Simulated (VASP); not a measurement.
A run of VASP 6.6.1 is set up as follows.

The input INCAR:

```
SYSTEM = H16SO10
ALGO = Normal ; EDIFF = 1E-6
ENCUT = 520 ; GGA = PE
ISIF = 2 ; ISMEAR = -1
IVDW = 12 ; LASPH = .TRUE.
LCHARG = .FALSE. ; LREAL = Auto
LWAVE = .FALSE. ; NBANDS = 60
NELM = 100 ; PREC = Accurate
SIGMA = 0.05
```

The input KPOINTS:

```
k-points
0
G
  1 1 1
  0 0 0
```

POSCAR

```
H16SO10
1.0
    6.7968840000      0.0000000000      0.0000000000
    0.0000000000      6.7968840000      0.0000000000
    0.0000000000      0.0000000000      6.7968840000
O H S
10 16 1
Direct
    0.6373950181      0.6500184496      0.2753467618
    0.1235566180      0.8030003160      0.1397552172
    0.8051777844      0.4748499459      0.9937053509
    0.3812040929      1.0117136029      0.4445566527
    0.7580826744      0.8425184246      0.7873755091
    0.4994200284      0.0405774175      0.0874812635
   -0.1121543343      0.1772282711      0.2639003402
    0.0833323034      0.5708203936      0.7035429765
    0.8141966230      0.4021695824      0.5144563303
    0.4828683261      0.4813970637      0.6519458034
    0.5087772573      0.6956275846      0.2838359460
    0.6813710518      0.5821196890      0.1659142631
    0.2400217511      0.8607620786      0.0755787505
    0.0059880380      0.8361037205      0.0511557943
    0.7183291638      0.4482348088      0.8888190530
    0.9086222451      0.5489427214      0.9132567218
    0.3467618397      0.9933963858      0.3073025816
    0.2664750494      0.9568208020      0.5032747359
    0.7342776484      0.7624228985      0.6590667135
    0.7218013431      0.9637798732      0.7222868597
    0.6413821392      0.0578353257      0.1183630617
    0.4448656178      0.1597938114      0.1069902032
   -0.0673838188      0.3055664919      0.2916336368
    0.0125057306      0.1009874525      0.2458626629
    0.0604394602      0.4654191538      0.6204313624
    0.2192181005      0.5475303095      0.7245378912
    0.6043504641      0.3814542075      0.4867818842
```

Potentials or basis: VASP PAW PBE potentials, release 64 (O, H, S).

Run with:

```console
$ cat potpaw_PBE.64/O/POTCAR potpaw_PBE.64/H/POTCAR potpaw_PBE.64/S/POTCAR > POTCAR
$ mpirun -np 1 vasp_gam > vasp.out
```

Q: Predict the band gap on the k mesh.

A: 2.62 eV.

Q: Predict the largest force.

A: 4.626 eV/Å.

Q: Predict the dispersion energy per atom.

A: -0.039 eV.

Forces on the atoms (eV/Å):
```
O    0.741  1.075  4.438
O   -1.148  0.803 -0.997
O    1.926  0.956 -0.046
O    0.097  0.124  0.244
O   -0.518 -1.105 -2.736
O    2.262 -3.743 -1.133
O    1.220 -3.152 -1.149
O   -0.108  1.954  1.517
O   -0.361  0.089  1.053
O    1.675 -1.644 -2.217
H   -2.194  0.917 -0.564
H    1.006 -1.578 -3.819
H   -0.349 -0.223 -0.274
H    1.610 -0.482  0.889
H   -1.487 -0.485 -1.135
H   -0.435 -0.673  0.830
H    0.632  0.048 -0.418
H   -0.924 -0.480  1.146
H    0.672  0.459  2.268
H   -0.091  0.942  0.489
H   -0.559 -0.106  0.009
H   -1.680  4.258  0.468
H    0.271  1.403  0.067
H   -1.129  0.115  0.014
H   -1.298 -1.928 -1.754
H    1.871  0.321  0.661
S   -1.701  2.134  2.150
```

Caveat: the k points lie up to 0.92 Å⁻¹ apart.
